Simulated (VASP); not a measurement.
Input of a VASP 6.6.1 run:

INCAR

```
  ALGO = Normal
  EDIFF = 1E-7
  EDIFFG = -0.01
  ENCUT = 500
  GGA = PE
  GGA_COMPAT = F
  IBRION = 2
  ISIF = 3
  ISMEAR = 0
  LASPH = T
  LCHARG = F
  LREAL = F
  LWAVE = F
  NELM = 120
  NELMIN = 4
  NSW = 100
  PREC = Accurate
  SIGMA = 0.02
```

File KPOINTS:

```
k-points
0
Gamma
  12 12 4
```

File POSCAR:

```
HfSnSe4
1.0
    3.8258427849      0.0000000000      0.0000000000
   -1.9129213925      3.3132770426      0.0000000000
    0.0000000000      0.0000000000     13.8093539786
Hf Sn Se
1 1 4
Direct
    0.0000000000      0.0000000000      0.5000000000
    0.0000000000      0.0000000000      0.0000000000
    0.6666666667      0.3333333333      0.3876777923
    0.6666666667      0.3333333333      0.8835544961
    0.3333333333      0.6666666667      0.1164455039
    0.3333333333      0.6666666667      0.6123222077
```

Potentials or basis: VASP PAW PBE potentials, release 64 (Hf_pv, Sn_d, Se).

The run is started by

```sh
$ cat potpaw_PBE.64/Hf_pv/POTCAR potpaw_PBE.64/Sn_d/POTCAR potpaw_PBE.64/Se/POTCAR > POTCAR
$ mpirun -np 1 vasp_std > vasp.out
```

(1) Estimate the space group after relaxing (to 0.05 Å).

(2) What does it give for the band gap on the k mesh?

## Answers

(1) P-3m1 (No. 164).

(2) 0.46 eV, indirect (least direct gap 1.05 eV).

Caveat: spin-orbit coupling is left out, which moves the levels of the heavy elements.
